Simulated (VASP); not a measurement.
# Sb in VASP: single point with PBE+D3(BJ)

Aim: the single point of Sb with PBE+D3(BJ).

Everything below comes from runs of VASP 6.6.1. Logs are shortened: lines on timing, memory, paths and dates and some standing lists are left out, and cuts for length are marked.

**1. The cell of the first run**

The cell holds a slab with vacuum, 6 atoms: a = 7.094 Å, b = 7.094 Å, c = 21.250 Å, α = 90.00°, β = 90.00°, γ = 120.00°.

**2. Single point, PBE+D3(BJ)**

The input, INCAR:

```
SYSTEM = Sb
ALGO = Normal
DIPOL = 0.5 0.5 0.610
EDIFF = 1E-6
ENCUT = 400
GGA = PE
GGA_COMPAT = .False.
IDIPOL = 3
ISIF = 2
ISMEAR = 0
IVDW = 12
LASPH = .True.
LCHARG = .False.
LDIPOL = .True.
LREAL = .False.
LWAVE = .False.
NBANDS = 24
NELM = 120
NELMDL = -8
PREC = Accurate
SIGMA = 0.04
```

The input, KPOINTS:

```
k-points
0
Gamma
  6 6 1
  0 0 0
```

The input, POSCAR:

```
Sb
1.0
    7.0943202896      0.0000000000      0.0000000000
   -3.5471601448      6.1438615934      0.0000000000
    0.0000000000      0.0000000000     21.2500000000
Sb
6
Direct
    0.5000000000      0.3333330000      0.5714648066
    0.1591976894      0.6628442461      0.5712532736
    0.8289526996      0.9923566510      0.5712731768
    0.1651705468     -0.0008836213      0.6483832460
    0.8301711145      0.3268514508      0.6484988983
    0.4928169567      0.6625862848      0.6485414744
```

Potentials or basis: VASP PAW PBE potentials, release 64 (Sb).

On the command line:

```sh
$ cat potpaw_PBE.64/Sb/POTCAR > POTCAR
$ mpirun -np 1 vasp_std > vasp.out
```

OUTCAR:

```text
SYSTEM = Sb
   EDIFF = 1E-6
   ENCUT = 400
   GGA = PE
   ISIF = 2
   ISMEAR = 0
   IVDW = 12
   LASPH = .True.
   LREAL = .False.
   NELM = 120
   NELMDL = -8
   PREC = Accurate
 IVDW          = 12

 ion  position               nearest neighbor table
   1  0.500  0.333  0.571-   6 2.87   5 2.88   4 2.88
   2  0.159  0.663  0.571-   5 2.87   4 2.88   6 2.88
   3  0.829  0.992  0.571-   4 2.87   6 2.88   5 2.88
   4  0.165  0.999  0.648-   3 2.87   2 2.88   1 2.88
   5  0.830  0.327  0.648-   2 2.87   1 2.88   3 2.88
   6  0.493  0.663  0.649-   1 2.87   3 2.88   2 2.88

  LATTYP: Found a hexagonal cell.
 ALAT       =     7.0943202896
 C/A-ratio  =     2.9953539074

  Lattice vectors:

 A1 = (   7.0943202896,   0.0000000000,   0.0000000000)
 A2 = (  -3.5471601448,   6.1438615934,   0.0000000000)
 A3 = (   0.0000000000,   0.0000000000,  21.2500000000)

Analysis of symmetry for initial positions (statically):
=====================================================================
 Subroutine PRICEL returns:
 Original cell was already a primitive cell.

 Routine SETGRP: Setting up the symmetry group for a
 hexagonal supercell.

 Subroutine GETGRP returns: Found  1 space group operations
 (whereof  1 operations were pure point group operations)
 out of a pool of 24 trial point group operations.

The static configuration has the point symmetry C_1 .

Analysis of symmetry for dynamics (positions and initial velocities):
=====================================================================
 Subroutine PRICEL returns:
 Original cell was already a primitive cell.

 Routine SETGRP: Setting up the symmetry group for a
 hexagonal supercell.

 Subroutine GETGRP returns: Found  1 space group operations
 (whereof  1 operations were pure point group operations)
 out of a pool of 24 trial point group operations.

The dynamic configuration has the point symmetry C_1 .

 Subroutine INISYM returns: Found  1 space group operations
 (whereof  1 operations are pure point group operations),
 and found     1 'primitive' translations

----------------------------------------------------------------------------------------

                                     Primitive cell

  volume of cell :     926.2136

  direct lattice vectors                    reciprocal lattice vectors
     7.094320290  0.000000000  0.000000000     0.140957831  0.081382042  0.000000000
    -3.547160145  6.143861593  0.000000000     0.000000000  0.162764083  0.000000000
     0.000000000  0.000000000 21.250000000     0.000000000  0.000000000  0.047058824

  length of vectors
     7.094320290  7.094320290 21.250000000     0.162764083  0.162764083  0.047058824

  position of ions in fractional coordinates (direct lattice)
     0.500000000  0.333333000  0.571464807
     0.159197689  0.662844246  0.571253274
     0.828952700  0.992356651  0.571273177
     0.165170547  0.999116379  0.648383246
     0.830171114  0.326851451  0.648498898
     0.492816957  0.662586285  0.648541474

  ion indices of the primitive-cell ions
   primitive index   ion index
                 1           1
                 2           2
                 3           3
                 4           4
                 5           5
                 6           6

----------------------------------------------------------------------------------------

 KPOINTS: k-points

Automatic generation of k-mesh.
 Grid dimensions read from file:
 generate k-points for:    6    6    1

 Generating k-lattice:

  Cartesian coordinates                     Fractional coordinates (reciprocal lattice)
     0.023492972  0.013563674  0.000000000     0.166666667  0.000000000  0.000000000
     0.000000000  0.027127347  0.000000000     0.000000000  0.166666667  0.000000000
     0.000000000  0.000000000  0.047058824     0.000000000  0.000000000  1.000000000

  Length of vectors
     0.027127347  0.027127347  0.047058824

  Shift w.r.t. Gamma in fractional coordinates (k-lattice)
     0.000000000  0.000000000  0.000000000

 Subroutine IBZKPT returns following result:
 ===========================================

 Found     20 irreducible k-points:

 Following reciprocal coordinates:
            Coordinates               Weight
  0.000000  0.000000  0.000000      1.000000
  0.166667  0.000000  0.000000      2.000000
  0.000000  0.166667  0.000000      2.000000
 -0.166667  0.166667  0.000000      2.000000
  0.333333  0.000000  0.000000      2.000000
  0.000000  0.333333  0.000000      2.000000
[... 12 lines left out ...]
  0.500000 -0.166667  0.000000      2.000000
  0.333333  0.333333  0.000000      2.000000
   k-points           NKPTS =     20   k-points in BZ     NKDIM =     20   number of bands    NBANDS=     24
   number of dos      NEDOS =    301   number of ions     NIONS =      6
   total plane-waves  NPLWV = 322560
   dimension x,y,z NGX =    48 NGY =   48 NGZ =  140
   dimension x,y,z NGXF=    96 NGYF=   96 NGZF=  280
   ions per type =               6
   NGX,Y,Z   is equivalent  to a cutoff of  11.25, 11.25, 10.95 a.u.
   NGXF,Y,Z  is equivalent  to a cutoff of  22.50, 22.50, 21.91 a.u.
 SYSTEM =  Sb
   PREC   = accura    normal or accurate (medium, high low for compatibility)
   ISTART =      0    job   : 0-new  1-cont  2-samecut
   ICHARG =      2    charge: 1-file 2-atom 10-const
   ISPIN  =      1    spin polarized calculation?
   LNONCOLLINEAR =      F non collinear calculations
   LSORBIT =      F    spin-orbit coupling
   LASPH  =      T    aspherical Exc in radial PAW
   ENCUT  =  400.0 eV  29.40 Ry    5.42 a.u.  11.57 11.57 34.65*2*pi/ulx,y,z
   NELM   =    120;   NELMIN=  2; NELMDL= -8     # of ELM steps
   EDIFF  = 0.1E-05   stopping-criterion for ELM
   LREAL  =      F    real-space projection
[... 7 lines left out ...]
   TEBEG  =    0.0;   TEEND  =   0.0 temperature during run
   PSTRESS=    0.0 pullay stress
   NELECT =      30.0000    total number of electrons
   NUPDOWN=      -1.0000    fix difference up-down
   EMIN   =  10.00;   EMAX   =-10.00  energy-range for DOS
   EFERMI =   0.00;   METHOD = LEGACY
   ISMEAR =     0;   SIGMA  =   0.04  broadening in eV -4-tet -1-fermi 0-gaus
   EFERMI_NEDOS =   21; number of points for ismear=-14 and -15
   IALGO  =     38    algorithm
   IMIX   =      4    mixing-type and parameters
     AMIX     =   0.40;   BMIX     =  1.00
     AMIX_MAG =   1.60;   BMIX_MAG =  1.00
  volume/ion in A,a.u.               =     154.37      1041.73
  Fermi-wavevector in a.u.,A,eV,Ry     =   0.521849  0.986152  3.705226  0.272326
  Thomas-Fermi vector in A             =   1.540375
   LORBIT       =      0    0 simple, 1 ext, 2 COOP (PROOUT), +10 PAW based schemes
   GGA     = PE    functional components
   LHFCALC =     F    Hartree Fock is set to
   AEXX    =    0.0000 exact exchange contribution
   IVDW    =    12    specifies the selected vdW correction
   LEPSILON=     F    determine dielectric tensor
   LRPA    =     F    only Hartree local field effects (RPA)
 non-spin polarized calculation
 Gauss-broadening in eV      SIGMA  =   0.04
  energy-cutoff  :      400.00
  volume of cell :      926.21
 maximum number of plane-waves:     16875
 NGX is ok and might be reduce to    48
   NGX = 23   NGY = 23   NGZ = 69

 dipolmoment           0.000000      0.000000      0.000012 electrons x Angstroem

 number of electron      30.0000000 magnetization

 dipolmoment           0.000000      0.000000     -0.000006 electrons x Angstroem

 Free energy of the ion-electron system (eV)
  ---------------------------------------------------
  ext. energy  EPLUGINS =         0.00000000
  ---------------------------------------------------
  free energy    TOTEN  =       -24.31060369 eV

  energy without entropy =      -24.31060369  energy(sigma->0) =      -24.31060369

 E-fermi :  -2.3683     XC(G=0):  -2.5500

 val. band max:       -2.5851033772   @ k =   0.0000   0.0000   0.0000
 cond. band min:      -1.3420012959   @ k =   0.3333   0.3333   0.0000
 fundamental gap:      1.2431020813
 Fermi energy:        -2.3683298440

 k-point     1 :       0.0000    0.0000    0.0000
  band No.  band energies     occupation
      1     -13.9538      2.00000
      2     -11.1137      2.00000
      3     -11.1126      2.00000
      4     -11.0920      2.00000
      5     -11.0911      2.00000
      6      -8.9066      2.00000
[... 16 lines left out ...]
     23       1.0107      0.00000
     24       1.0168      0.00000

 k-point     2 :       0.1667    0.0000    0.0000
  band No.  band energies     occupation
      1     -13.8540      2.00000
      2     -11.7570      2.00000
      3     -11.5940      2.00000
      4     -10.6523      2.00000
      5     -10.4641      2.00000
      6      -8.9010      2.00000
[... 16 lines left out ...]
     23       0.8372      0.00000
     24       1.2719      0.00000

 k-point     3 :       0.0000    0.1667    0.0000
  band No.  band energies     occupation
      1     -13.8540      2.00000
      2     -11.7570      2.00000
      3     -11.5939      2.00000
      4     -10.6525      2.00000
      5     -10.4640      2.00000
      6      -8.9010      2.00000
[... 16 lines left out ...]
     23       0.8371      0.00000
     24       1.2720      0.00000

 k-point     4 :      -0.1667    0.1667    0.0000
  band No.  band energies     occupation
      1     -13.8540      2.00000
      2     -11.7571      2.00000
      3     -11.5939      2.00000
      4     -10.6525      2.00000
      5     -10.4640      2.00000
      6      -8.9010      2.00000
[... 16 lines left out ...]
     23       0.8371      0.00000
     24       1.2719      0.00000

 k-point     5 :       0.3333    0.0000    0.0000
  band No.  band energies     occupation
      1     -13.5590      2.00000
      2     -12.4597      2.00000
      3     -11.8994      2.00000
      4     -10.4488      2.00000
      5      -9.7719      2.00000
      6      -8.9461      2.00000
[... 16 lines left out ...]
     23       1.1214      0.00000
     24       1.2812      0.00000

 k-point     6 :       0.0000    0.3333    0.0000
  band No.  band energies     occupation
      1     -13.5590      2.00000
      2     -12.4597      2.00000
      3     -11.8993      2.00000
      4     -10.4490      2.00000
      5      -9.7719      2.00000
      6      -8.9461      2.00000
[... 16 lines left out ...]
     23       1.1214      0.00000
     24       1.2812      0.00000
[... 271 lines left out ...]
 k-point    17 :      -0.3333    0.5000    0.0000
  band No.  band energies     occupation
      1     -13.2719      2.00000
      2     -12.7261      2.00000
      3     -12.2735      2.00000
      4     -10.0774      2.00000
      5      -9.5480      2.00000
      6      -9.0899      2.00000
[... 16 lines left out ...]
     23       0.8972      0.00000
     24       1.0016      0.00000

 k-point    18 :       0.1667    0.3333    0.0000
  band No.  band energies     occupation
      1     -13.2719      2.00000
      2     -12.7261      2.00000
      3     -12.2736      2.00000
      4     -10.0774      2.00000
      5      -9.5479      2.00000
      6      -9.0900      2.00000
[... 16 lines left out ...]
     23       0.8977      0.00000
     24       1.0013      0.00000

 k-point    19 :       0.5000   -0.1667    0.0000
  band No.  band energies     occupation
      1     -13.2719      2.00000
      2     -12.7261      2.00000
      3     -12.2736      2.00000
      4     -10.0773      2.00000
      5      -9.5480      2.00000
      6      -9.0900      2.00000
[... 16 lines left out ...]
     23       0.8973      0.00000
     24       1.0016      0.00000

 k-point    20 :       0.3333    0.3333    0.0000
  band No.  band energies     occupation
      1     -12.8275      2.00000
      2     -12.8183      2.00000
      3     -12.8122      2.00000
      4      -9.4939      2.00000
      5      -9.4904      2.00000
      6      -9.4857      2.00000
[... 16 lines left out ...]
     23       1.0147      0.00000
     24       1.0153      0.00000

------------------------ aborting loop because EDIFF is reached ----------------------------------------

 vacuum level on the upper side and lower side of the slab       (xc-potential included)        -0.141        -0.141

 Edisp (eV)   -1.40129

 E8    (eV) :    -0.6970

  FORCE on cell =-STRESS in cart. coord.  units (eV):
  Direction    XX          YY          ZZ          XY          YZ          ZX
  --------------------------------------------------------------------------------------
  -------------------------------------------------------------------------------------
  Total      -0.65733    -0.65777     0.44522     0.00024    -0.00129     0.00007
  in kB      -1.13706    -1.13782     0.77015     0.00042    -0.00222     0.00011
  external pressure =       -0.50 kB  Pullay stress =        0.00 kB

 VOLUME and BASIS-vectors are now :
 -----------------------------------------------------------------------------
  energy-cutoff  :      400.00
  volume of cell :      926.21
      direct lattice vectors                 reciprocal lattice vectors
     7.094320290  0.000000000  0.000000000     0.140957831  0.081382042  0.000000000
    -3.547160145  6.143861593  0.000000000     0.000000000  0.162764083  0.000000000
     0.000000000  0.000000000 21.250000000     0.000000000  0.000000000  0.047058824

 POSITION                                       TOTAL-FORCE (eV/Angst)
 -----------------------------------------------------------------------------------
      2.36477      2.04795     12.14363        -0.033421     -0.069642     -0.099222
     -1.22182      4.07242     12.13913         0.074452      0.007515     -0.093082
      2.36081      6.09690     12.13956        -0.041134      0.062796     -0.093289
     -2.37225      6.13843     13.77814         0.001060     -0.027734      0.095927
      4.73011      2.00813     13.78060        -0.024675      0.012454      0.095365
      1.14590      4.07084     13.78151         0.023719      0.014610      0.094301
 -----------------------------------------------------------------------------------
    total drift:                               -0.000054     -0.000032     -0.000297

  FREE ENERGIE OF THE ION-ELECTRON SYSTEM (eV)
  ---------------------------------------------------
  free  energy   TOTEN  =       -25.7118915825 eV

  energy  without entropy=      -25.7118915825  energy(sigma->0) =      -25.71189158

 vacuum level on the upper side and lower side of the slab         2.125         2.123
```

Run time: 8.9 min. Hardware: 1 thread of Oxide Virtual Turin-like, shared host; peak memory 0.69 GiB.

Results:

- Free energy: -25.7119 eV
- Largest force: 0.126 eV/Å
- Band gap on the k mesh: 1.24 eV
- Dispersion energy per atom: -0.234 eV

Forces in eV/Å, atoms in the order of the input:
```
Sb  -0.033 -0.070 -0.099
Sb   0.074  0.008 -0.093
Sb  -0.041  0.063 -0.093
Sb   0.001 -0.028  0.096
Sb  -0.025  0.012  0.095
Sb   0.024  0.015  0.094
```

Levels at points of the mesh, in eV from the valence-band top:
```csv
k point,band 13,band 14,band 15,band 16,band 17,band 18
"(0.00, 0.00, 0.00)",-0.64,0.00,0.00,1.47,1.48,1.60
"(0.50, 0.00, 0.00)",-1.49,-0.53,-0.53,1.61,2.18,2.19
"(0.00, 0.50, 0.00)",-1.49,-0.54,-0.53,1.61,2.18,2.19
"(0.50, 0.50, 0.00)",-1.49,-0.54,-0.53,1.61,2.18,2.18
```

Caveat: spin-orbit coupling is left out, which moves the levels of the heavy elements.
